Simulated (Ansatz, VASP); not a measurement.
Given: the input of a run of Ansatz 0.2.0 on La.

input.yaml

```yaml
crystal:
  lattice:
    - [-2.123831071, 2.123831071, 2.123831071]
    - [2.123831071, -2.123831071, 2.123831071]
    - [2.123831071, 2.123831071, -2.123831071]
  atoms:
    - { symbol: La, position: [0.0, 0.0, 0.0] }
kpoints:
  mp_grid: { grid: [9, 9, 9] }
scf:
  occupations: { method: fermi_dirac, width: 0.05 }
hamiltonian:
  xc: pbe
  pseudopotentials: { kind: all_electron, lapw: { basis_error: 0.001 } }
output:
  forces: true
  stress: true
  eigenvalues: true
  populations: true
```

Potentials or basis: all-electron LAPW, scalar-relativistic.

Command:

```sh
$ ansatz run input.yaml --threads 2 --pin off --max-ram 5120MiB --backend cpu --events-out ev --progress --plain --runs-dir out
```

Task: Translate it to VASP 6.6.1. Potentials there: VASP PAW PBE potentials, release 64 (La).

Result: As run (the cutoff follows the program's own potentials):

Contents of INCAR:

```
PREC = Accurate
ENCUT = 520
EDIFF = 1E-7
ISMEAR = -1
SIGMA = 0.05
LREAL = F
LASPH = T
NELM = 80
ALGO = Normal
ISIF = 2
LWAVE = F
LCHARG = T
GGA = PE
LELF = T
LVHAR = T
NBANDS = 12
```

File KPOINTS:

```
Automatic mesh
0
Gamma
  9 9 9
```

The input POSCAR:

```
La
1.0
   -2.1238310710      2.1238310710      2.1238310710
    2.1238310710     -2.1238310710      2.1238310710
    2.1238310710      2.1238310710     -2.1238310710
La
1
Direct
    0.0000000000      0.0000000000      0.0000000000
```

Potentials or basis: VASP PAW PBE potentials, release 64 (La).

Run with:

```bash
$ cat potpaw_PBE.64/La/POTCAR > POTCAR
$ mpirun -np 1 vasp_std > vasp.out
```

Both were run:

|  | VASP | Ansatz | Ansatz less VASP |
| --- | --- | --- | --- |
| gap on the k mesh at the Fermi level (eV) | none | none | - |
| pressure (GPa) | -0.5 | -0.5 | -0.02 |

A gap of «none» marks a metal or a gap that the smearing closes. Ansatz ran all-electron here, and VASP with PAW potentials.

Neither program's run includes spin-orbit coupling.
